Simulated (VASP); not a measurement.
# TiAl (P4/mmm) in VASP: further runs

The runs below take TiAl through single point, relaxation of cell and atoms, with PBEsol.

All numbers are computed with VASP 6.6.1; they aren't measurements. Logs are shortened: lines on timing, memory, paths and dates and some standing lists are left out, and cuts for length are marked.

### 1 The cell of the first run

It takes space group P4/mmm (No. 123, tetragonal). Conventional cell: a = 2.920 Å, b = 2.920 Å, c = 3.825 Å, α = 90.00°, β = 90.00°, γ = 90.00°. Ti (site symmetry 4/mmm) has 8 Al at 2.81 Å and 6 Ti at 2.92 to 3.83 Å within 3.9 Å. Within 3.9 Å of Al (site symmetry 4/mmm) lie 8 Ti at 2.81 Å and 6 Al at 2.92 to 3.83 Å.

### 2 Single point, PBEsol (biaxial strain in the a-b plane: +4.5 %, then relaxed in part)

INCAR

```
SYSTEM = TiAl
ALGO = Fast
EDIFF = 1E-7
ENCUT = 520
GGA = PS
ISIF = 2
ISMEAR = 0
LASPH = .TRUE.
LCHARG = .TRUE.
LELF = .TRUE.
LREAL = .FALSE.
LVHAR = .TRUE.
LWAVE = .FALSE.
NBANDS = 14
NELM = 80
PREC = Accurate
SIGMA = 0.1
```

KPOINTS

```
k-points
0
G
  18 18 14
  0 0 0
```

POSCAR

```
TiAl
1.0
    2.9203946404      0.0000000000      0.0000000000
    0.0000000000      2.9203946404      0.0000000000
    0.0000000000      0.0000000000      3.8252170542
Ti Al
1 1
Direct
    0.5000000000      0.5000000000      0.5000000000
    0.0000000000      0.0000000000      0.0000000000
```

Potentials or basis: VASP PAW PBE potentials, release 64 (Ti_sv, Al).

Launch:

```console
> cat potpaw_PBE.64/Ti_sv/POTCAR potpaw_PBE.64/Al/POTCAR > POTCAR
> mpirun -np 1 vasp_std > vasp.out
```

OUTCAR:

```text
SYSTEM = TiAl
   EDIFF = 1E-7
   ENCUT = 520
   GGA = PS
   ISIF = 2
   ISMEAR = 0
   LASPH = .TRUE.
   LREAL = .FALSE.
   NELM = 80
   PREC = Accurate

 ion  position               nearest neighbor table
   1  0.500  0.500  0.500-   2 2.81   2 2.81   2 2.81   2 2.81   2 2.81   2 2.81   2 2.81   2 2.81

   2  0.000  0.000  0.000-   1 2.81   1 2.81   1 2.81   1 2.81   1 2.81   1 2.81   1 2.81   1 2.81

  LATTYP: Found a simple tetragonal cell.
 ALAT       =     2.9203946404
 C/A-ratio  =     1.3098288160

  Lattice vectors:

 A1 = (   2.9203946404,   0.0000000000,   0.0000000000)
 A2 = (   0.0000000000,   2.9203946404,   0.0000000000)
 A3 = (   0.0000000000,   0.0000000000,   3.8252170542)

Analysis of symmetry for initial positions (statically):
=====================================================================
 Subroutine PRICEL returns:
 Original cell was already a primitive cell.

 Routine SETGRP: Setting up the symmetry group for a
 simple tetragonal supercell.

 Subroutine GETGRP returns: Found 16 space group operations
 (whereof 16 operations were pure point group operations)
 out of a pool of 16 trial point group operations.

The static configuration has the point symmetry D_4h.

Analysis of symmetry for dynamics (positions and initial velocities):
=====================================================================
 Subroutine PRICEL returns:
 Original cell was already a primitive cell.

 Routine SETGRP: Setting up the symmetry group for a
 simple tetragonal supercell.

 Subroutine GETGRP returns: Found 16 space group operations
 (whereof 16 operations were pure point group operations)
 out of a pool of 16 trial point group operations.

The dynamic configuration has the point symmetry D_4h.

 Subroutine INISYM returns: Found 16 space group operations
 (whereof 16 operations are pure point group operations),
 and found     1 'primitive' translations

----------------------------------------------------------------------------------------

                                     Primitive cell

  volume of cell :      32.6241

  direct lattice vectors                    reciprocal lattice vectors
     2.920394640  0.000000000  0.000000000     0.342419475  0.000000000  0.000000000
     0.000000000  2.920394640  0.000000000     0.000000000  0.342419475  0.000000000
     0.000000000  0.000000000  3.825217054     0.000000000  0.000000000  0.261423074

  length of vectors
     2.920394640  2.920394640  3.825217054     0.342419475  0.342419475  0.261423074

  position of ions in fractional coordinates (direct lattice)
     0.500000000  0.500000000  0.500000000
     0.000000000  0.000000000  0.000000000

  ion indices of the primitive-cell ions
   primitive index   ion index
                 1           1
                 2           2

----------------------------------------------------------------------------------------

 KPOINTS: k-points

Automatic generation of k-mesh.
 Grid dimensions read from file:
 generate k-points for:   18   18   14

 Generating k-lattice:

  Cartesian coordinates                     Fractional coordinates (reciprocal lattice)
     0.019023304  0.000000000  0.000000000     0.055555556  0.000000000  0.000000000
     0.000000000  0.019023304  0.000000000     0.000000000  0.055555556  0.000000000
     0.000000000  0.000000000  0.018673077     0.000000000  0.000000000  0.071428571

  Length of vectors
     0.019023304  0.019023304  0.018673077

  Shift w.r.t. Gamma in fractional coordinates (k-lattice)
     0.000000000  0.000000000  0.000000000

 Subroutine IBZKPT returns following result:
 ===========================================

 Found    440 irreducible k-points:

 Following reciprocal coordinates:
            Coordinates               Weight
  0.000000  0.000000  0.000000      1.000000
  0.055556  0.000000  0.000000      4.000000
  0.111111  0.000000  0.000000      4.000000
  0.166667  0.000000  0.000000      4.000000
  0.222222  0.000000  0.000000      4.000000
  0.277778  0.000000  0.000000      4.000000
[... 16 lines left out ...]
[... 50 lines left out ...]
      9      10.2129      0.00000
     10      10.7111      0.00000
     11      10.8993      0.00000
     12      13.7574      0.00000
     13      15.3130      0.00000
     14      15.8062      0.00000

 k-point     4 :       0.1667    0.0000    0.0000
  band No.  band energies     occupation
      1     -48.2070      2.00000
      2     -24.6780      2.00000
      3     -24.4434      2.00000
      4     -24.3438      2.00000
      5      -0.2454      2.00000
      6       6.8679      2.00000
      7       7.3762      2.00000
      8       8.0904      1.95760
      9      10.2553      0.00000
     10      10.6612      0.00000
     11      11.1738      0.00000
     12      12.7511      0.00000
     13      15.2453      0.00000
     14      16.1807      0.00000

 k-point     5 :       0.2222    0.0000    0.0000
  band No.  band energies     occupation
      1     -48.2004      2.00000
      2     -24.6712      2.00000
      3     -24.5026      2.00000
      4     -24.3386      2.00000
      5       0.1439      2.00000
      6       6.9657      2.00000
      7       7.3235      2.00000
      8       7.7620      2.00000
      9      10.3080      0.00000
     10      10.3978      0.00000
     11      11.6867      0.00000
[... 276 lines left out ...]
 k-point    22 :       0.2222    0.1111    0.0000
  band No.  band energies     occupation
      1     -48.1957      2.00000
      2     -24.6665      2.00000
      3     -24.4980      2.00000
      4     -24.3806      2.00000
      5       0.3618      2.00000
      6       7.0518      2.00000
      7       7.4669      2.00000
      8       7.7899      2.00000
      9       9.8231      0.00000
     10      10.1056      0.00000
     11      12.1349      0.00000
     12      12.2886      0.00000
     13      14.9694      0.00000
     14      15.2593      0.00000

 k-point    23 :       0.2778    0.1111    0.0000
  band No.  band energies     occupation
      1     -48.1887      2.00000
      2     -24.6593      2.00000
      3     -24.5601      2.00000
      4     -24.3747      2.00000
      5       0.8462      2.00000
      6       6.7673      2.00000
      7       7.5423      2.00000
      8       7.5737      2.00000
      9       9.8662      0.00000
     10       9.8891      0.00000
     11      11.7248      0.00000
     12      12.8172      0.00000
     13      15.1115      0.00000
     14      15.4583      0.00000

 k-point    24 :       0.3333    0.1111    0.0000
  band No.  band energies     occupation
      1     -48.1822      2.00000
      2     -24.6525      2.00000
      3     -24.6180      2.00000
      4     -24.3692      2.00000
      5       1.4236      2.00000
      6       6.1421      2.00000
      7       7.3255      2.00000
      8       7.7710      2.00000
      9       9.6832      0.00000
     10       9.9286      0.00000
     11      11.6857      0.00000
     12      13.3768      0.00000
     13      14.9562      0.00000
     14      15.9836      0.00000

 [... further k-points ...]

------------------------ aborting loop because EDIFF is reached ----------------------------------------

  FORCE on cell =-STRESS in cart. coord.  units (eV):
  Direction    XX          YY          ZZ          XY          YZ          ZX
  --------------------------------------------------------------------------------------
  -------------------------------------------------------------------------------------
  Total       -1.2001448     -1.2001448      0.0092227      0.0000000     -0.0000000      0.0000000
  in kB      -58.9393110    -58.9393110      0.4529307      0.0000000     -0.0000000      0.0000000
  external PRESSURE =     -39.1418971 kB  Pullay stress =       0.0000000 kB

 VOLUME and BASIS-vectors are now :
 -----------------------------------------------------------------------------
  energy-cutoff  :      520.00
  volume of cell :       32.62
      direct lattice vectors                 reciprocal lattice vectors
     2.920394640  0.000000000  0.000000000     0.342419475  0.000000000  0.000000000
     0.000000000  2.920394640  0.000000000     0.000000000  0.342419475  0.000000000
     0.000000000  0.000000000  3.825217054     0.000000000  0.000000000  0.261423074

 POSITION                                       TOTAL-FORCE (eV/Angst)
 -----------------------------------------------------------------------------------
      1.46020      1.46020      1.91261         0.000000      0.000000      0.000000
      0.00000      0.00000      0.00000         0.000000      0.000000      0.000000
 -----------------------------------------------------------------------------------
    total drift:                                0.000000      0.000000     -0.000000

  FREE ENERGIE OF THE ION-ELECTRON SYSTEM (eV)
  ---------------------------------------------------
  free  energy   TOTEN  =       -13.1972649579 eV

  energy  without entropy=      -13.1875973846  energy(sigma->0) =      -13.19243117
```

It took 4.2 min on 1 thread of Intel Xeon Platinum 8488C (Sapphire Rapids), shared host; peak memory 0.31 GiB.

What came out:

```
Free energy            : -13.1973 eV
Pressure               : -3.9 GPa
Band gap on the k mesh : zero (an odd number of electrons rules out a gap without spin polarisation)
```

Stress tensor (GPa, compression positive):
```
-5.89  0.00  0.00
 0.00 -5.89  0.00
 0.00  0.00  0.05
```

Caveat: the cell differs from its parent crystal (biaxial strain in the a-b plane: +4.5 %, then relaxed in part); the cell stands under tension; the PAW data sets were made with another functional, which shifts forces and pressure a little.

### 3 Single point, PBEsol (biaxial strain in the a-b plane: +3.0 %)

INCAR

```
SYSTEM = TiAl
PREC = Accurate
ENCUT = 520
EDIFF = 1E-7
ISMEAR = 0
SIGMA = 0.1
LREAL = .False.
LASPH = .True.
NELM = 80
ALGO = Fast
ISIF = 2
LWAVE = .False.
LCHARG = .False.
GGA = PS
NBANDS = 14
```

KPOINTS

```
Automatic mesh
0
Gamma
  18 18 14
  0 0 0
```

POSCAR

```
TiAl
1.0
    2.8784751001      0.0000000000      0.0000000000
    0.0000000000      2.8784751001      0.0000000000
    0.0000000000      0.0000000000      3.9683965210
Ti Al
1 1
Direct
    0.5000000000      0.5000000000      0.5000000000
    0.0000000000      0.0000000000      0.0000000000
```

Potentials or basis: VASP PAW PBE potentials, release 64 (Ti_sv, Al).

Launch:

```console
> cat potpaw_PBE.64/Ti_sv/POTCAR potpaw_PBE.64/Al/POTCAR > POTCAR
> mpirun -np 1 vasp_std > vasp.out
```

It took 4 min on 1 thread of Intel Xeon Platinum 8488C (Sapphire Rapids), shared host; peak memory 0.31 GiB.

Results (log left out):

- Free energy: -13.2223 eV
- Pressure: -4.6 GPa
- Band gap on the k mesh: zero (an odd number of electrons rules out a gap without spin polarisation)

Stress tensor (GPa, compression positive):
```
-5.68  0.00  0.00
 0.00 -5.68  0.00
 0.00  0.00 -2.40
```

Levels at points of the mesh, in eV from the Fermi level:
```
           k point  band 4  band 5  band 6  band 7  band 8  band 9  band 10  band 11  band 12  band 13
(0.00, 0.00, 0.00)  -32.54   -8.95   -1.76   -0.84    0.08    2.02     2.02     3.06     6.54     7.76
(0.50, 0.00, 0.00)  -32.51   -4.68   -4.55   -1.52   -0.24    1.55     2.36     4.30     5.42     5.48
(0.50, 0.50, 0.00)  -32.84   -3.32   -0.65   -0.65   -0.55   -0.16    -0.16     3.98     4.85     6.05
(0.00, 0.00, 0.50)  -32.54   -7.34   -5.21   -0.62    0.88    1.58     1.58     3.08     7.68     9.77
(0.50, 0.00, 0.50)  -32.50   -4.92   -2.83   -1.25   -1.23    1.51     1.62     2.07     3.96     5.39
(0.50, 0.50, 0.50)  -32.85   -2.52   -2.36   -2.36    1.50    2.13     2.68     3.93     3.93     3.98
```

Caveat: the cell differs from its parent crystal (biaxial strain in the a-b plane: +3.0 %); the cell stands under tension; the PAW data sets were made with another functional, which shifts forces and pressure a little.

### 4 Single point, PBEsol (biaxial strain in the a-b plane: +4.5 %)

INCAR

```
PREC = Accurate
ENCUT = 520
EDIFF = 1E-7
ISMEAR = 0
SIGMA = 0.1
LREAL = F
LASPH = T
NELM = 100
ALGO = Fast
ISIF = 2
LWAVE = F
LCHARG = F
GGA = PS
NBANDS = 14
```

KPOINTS

```
Automatic mesh
0
Gamma
  18 18 14
```

POSCAR

```
TiAl
1.0
    2.9203946404      0.0000000000      0.0000000000
    0.0000000000      2.9203946404      0.0000000000
    0.0000000000      0.0000000000      3.9320262881
Ti Al
1 1
Direct
    0.5000000000      0.5000000000      0.5000000000
    0.0000000000      0.0000000000      0.0000000000
```

Launch:

```console
> cat potpaw_PBE.64/Ti_sv/POTCAR potpaw_PBE.64/Al/POTCAR > POTCAR
> mpirun -np 1 vasp_std > vasp.out
```

It took 3.9 min on 1 thread of Intel Xeon Platinum 8488C (Sapphire Rapids), shared host; peak memory 0.32 GiB.

Results (log left out):

```yaml
Free_energy: -13.1870 eV
Pressure: -6.6 GPa
Band_gap_on_the_k_mesh: zero (an odd number of electrons rules out a gap without spin polarisation)
```

Stress tensor (GPa, compression positive):
```
-8.06  0.00  0.00
 0.00 -8.06  0.00
 0.00  0.00 -3.62
```

Levels at points of the mesh, in eV from the Fermi level:
```tsv
k point	band 6	band 7	band 8	band 9	band 10	band 11
(0.00, 0.00, 0.00)	-1.67	-0.83	0.30	1.92	1.92	2.90
(0.50, 0.00, 0.00)	-4.53	-1.40	-0.24	1.44	2.25	4.06
(0.50, 0.50, 0.00)	-0.76	-0.76	-0.60	-0.12	-0.12	3.78
(0.00, 0.00, 0.50)	-5.15	-0.59	1.00	1.44	1.44	2.92
(0.50, 0.00, 0.50)	-2.76	-1.33	-1.23	1.53	1.58	1.93
(0.50, 0.50, 0.50)	-2.38	-2.38	1.28	2.11	2.66	3.76
```

Caveat: the cell differs from its parent crystal (biaxial strain in the a-b plane: +4.5 %); the cell stands under tension; the PAW data sets were made with another functional, which shifts forces and pressure a little.

### 5 Relaxation of cell and atoms, PBEsol

This run uses another cell than the first one, of 16.06 Å³/atom.

INCAR

```
PREC = Accurate ; ENCUT = 600
EDIFF = 1E-7 ; ISMEAR = 0
SIGMA = 0.1 ; LREAL = False
LASPH = True ; NELM = 100
ALGO = Normal ; ISIF = 3
LWAVE = False ; LCHARG = False
GGA = PS ; IBRION = 2
NSW = 100 ; EDIFFG = -0.005
```

KPOINTS

```
Automatic mesh
0
Gamma
  14 14 10
```

POSCAR

```
TiAl
1.0
    2.8107518100      0.0000000000      0.0000000000
    0.0000000000      2.8107518100      0.0000000000
    0.0000000000      0.0000000000      4.0664219200
Ti Al
1 1
Direct
    0.5000000000      0.5000000000      0.5000000000
    0.0000000000      0.0000000000      0.0000000000
```

Launch:

```console
> cat potpaw_PBE.64/Ti_sv/POTCAR potpaw_PBE.64/Al/POTCAR > POTCAR
> mpirun -np 1 vasp_std > vasp.out
```

It took 3.4 min on 1 thread of Intel Xeon 8259CL, shared host; peak memory 0.24 GiB.

It converged, with:

```yaml
Free_energy: -13.2535 eV
Relaxed_volume: 15.78 Å³/atom
Relaxed_cell: a = 2.794 Å, b = 2.794 Å, c = 4.043 Å, α = 90.00°, β = 90.00°, γ = 90.00°
Space_group_after_relaxing_to_0.1_Å: P4/mmm (No. 123)
Energy_gained_by_relaxing: 1.8 meV/atom
Ionic_steps: 3
Pressure_after_relaxing: 0.0 GPa
Band_gap_on_the_k_mesh: zero (an odd number of electrons rules out a gap without spin polarisation)
```

The path:
| step | energy change (eV) | largest force (eV/Å) | pressure (GPa) | volume (Å³) |
| --- | --- | --- | --- | --- |
| 1 | 0.0000 | 0.0000 | -2.06 | 32.13 |
| 2 | -0.0019 | 0.0000 | 1.52 | 31.18 |
| 3 | -0.0037 | 0.0000 | 0.00 | 31.56 |

Final structure:
```
Ti Al
1.0
     2.79419    0.00000    0.00000
     0.00000    2.79419    0.00000
     0.00000    0.00000    4.04259
Ti Al
1 1
Direct
  0.50000 0.50000 0.50000
  0.00000 0.00000 0.00000
```

Levels at points of the mesh, in eV from the Fermi level:
```tsv
k point	band 6	band 7	band 8	band 9	band 10	band 11
(0.00, 0.00, 0.00)	-1.95	-0.88	-0.36	2.23	2.23	3.40
(0.50, 0.00, 0.00)	-4.54	-1.77	-0.27	1.77	2.61	4.51
(0.50, 0.50, 0.00)	-0.45	-0.42	-0.42	-0.25	-0.25	4.40
(0.00, 0.00, 0.50)	-5.34	-0.71	0.61	1.87	1.87	3.42
(0.50, 0.00, 0.50)	-2.98	-1.22	-1.11	1.38	1.82	2.38
(0.50, 0.50, 0.50)	-2.31	-2.31	1.96	2.18	2.70	4.29
```

Caveat: the PAW data sets were made with another functional, which shifts forces and pressure a little.

### 6 Single point, PBEsol (biaxial strain in the a-b plane: -4.5 %)

INCAR

```
SYSTEM = TiAl
PREC = Accurate
ENCUT = 520
EDIFF = 1E-6
ISMEAR = 0
SIGMA = 0.1
LREAL = .False.
LASPH = .True.
NELM = 100
ALGO = Fast
ISIF = 2
LWAVE = .False.
LCHARG = .False.
GGA = PS
NBANDS = 14
```

KPOINTS

```
regular mesh
0
Gamma
  18 18 14
  0 0 0
```

POSCAR

```
TiAl
1.0
    2.6688773987      0.0000000000      0.0000000000
    0.0000000000      2.6688773987      0.0000000000
    0.0000000000      0.0000000000      4.1502476854
Ti Al
1 1
Direct
    0.5000000000      0.5000000000      0.5000000000
    0.0000000000      0.0000000000      0.0000000000
```

Potentials or basis: VASP PAW PBE potentials, release 64 (Ti_sv, Al).

Launch:

```console
> cat potpaw_PBE.64/Ti_sv/POTCAR potpaw_PBE.64/Al/POTCAR > POTCAR
> mpirun -np 1 vasp_std > vasp.out
```

Run time: 3.6 min. Hardware: 1 thread of Intel Xeon Platinum 8259CL at 2.50GHz (Skylake/Cascade Lake), shared host; peak memory 0.29 GiB.

It converged, with:

* Free energy: -13.1680 eV
* Pressure: 8.9 GPa
* Band gap on the k mesh: zero (an odd number of electrons rules out a gap without spin polarisation)

Stress tensor (GPa, compression positive):
```
11.27  0.00  0.00
 0.00 11.27  0.00
 0.00  0.00  4.13
```

Levels at points of the mesh, in eV from the Fermi level:
```
           k point  band 6  band 7  band 8  band 9  band 10  band 11
(0.00, 0.00, 0.00)   -2.27   -1.05   -1.00    2.61     2.61     3.96
(0.50, 0.00, 0.00)   -4.37   -2.18   -0.34    2.09     3.04     4.73
(0.50, 0.50, 0.00)   -0.38   -0.38   -0.33   -0.13    -0.13     5.11
(0.00, 0.00, 0.50)   -5.58   -0.88    0.14    2.35     2.35     3.97
(0.50, 0.00, 0.50)   -3.29   -1.23   -0.89    1.15     2.12     2.88
(0.50, 0.50, 0.50)   -2.26   -2.26    2.30    2.65     2.65     4.87
```

Caveat: the cell differs from its parent crystal (biaxial strain in the a-b plane: -4.5 %); the cell stands under pressure; the PAW data sets were made with another functional, which shifts forces and pressure a little.

### 7 Overview

```tsv
task	cell	k mesh	cutoff (eV)	gap on the mesh (eV)	pressure (GPa)
single point	a = 2.920, b = 2.920, c = 3.825 Å, 2 atoms	18 × 18 × 14	520	none	-3.9
single point	a = 2.878, b = 2.878, c = 3.968 Å, 2 atoms	18 × 18 × 14	520	none	-4.6
single point	a = 2.920, b = 2.920, c = 3.932 Å, 2 atoms	18 × 18 × 14	520	none	-6.6
relaxation of cell and atoms	relaxed from a = 2.811, b = 2.811, c = 4.066 Å, 2 atoms	14 × 14 × 10	600	none	0.0
single point	a = 2.669, b = 2.669, c = 4.150 Å, 2 atoms	18 × 18 × 14	520	none	8.9
```

Alike in all rows: level PBEsol; potentials or basis VASP PAW PBE potentials, release 64 (Ti_sv, Al); no spin polarisation; smearing gaussian 0.1 eV.

Caveats: the PAW data sets were made with another functional, which shifts forces and pressure a little; the cell stands under tension (at least some runs); the cell stands under pressure (at least some runs).

Absolute energies hang on the potentials; compare differences alone.
